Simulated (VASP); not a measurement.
A run of VASP 6.6.1 is set up as follows.

Contents of INCAR:

```
PREC = Accurate
ENCUT = 500
EDIFF = 1E-7
ISMEAR = 0
SIGMA = 0.02
LREAL = False
LASPH = True
NELM = 120
ALGO = Normal
ISIF = 3
LWAVE = False
LCHARG = False
IBRION = 2
NSW = 80
EDIFFG = -0.01
GGA_COMPAT = False
NELMIN = 4
```

KPOINTS

```
Automatic mesh
0
Gamma
  8 8 8
  0.5 0.5 0.5
```

The input POSCAR:

```
Bi
1.0
   -1.9814305300      1.9814305300      1.9814305300
    1.9814305300     -1.9814305300      1.9814305300
    1.9814305300      1.9814305300     -1.9814305300
Bi
1
Direct
    0.0000000000      0.0000000000      0.0000000000
```

Potentials or basis: VASP PAW LDA potentials, release 64 (Bi_d).

Run with:

```bash
$ cat potpaw_LDA.64/Bi_d/POTCAR > POTCAR
$ mpirun -np 1 vasp_std > vasp.out
```

Q: Estimate the space group after relaxing (to 0.05 Å).

A: Im-3m (No. 229).

Q: Predict the relaxed volume.

A: 29.43 Å³/atom.

Q: Estimate the relaxed cell.

A: a = 3.369 Å, b = 3.369 Å, c = 3.369 Å, α = 109.47°, β = 109.47°, γ = 109.47°.

Final structure:
```yaml
crystal:
  lattice:
    - [-1.94500, 1.94500, 1.94500]
    - [1.94500, -1.94500, 1.94500]
    - [1.94500, 1.94500, -1.94500]
  atoms:
    - { symbol: Bi, position: [0.00000, 0.00000, 0.00000] }
```
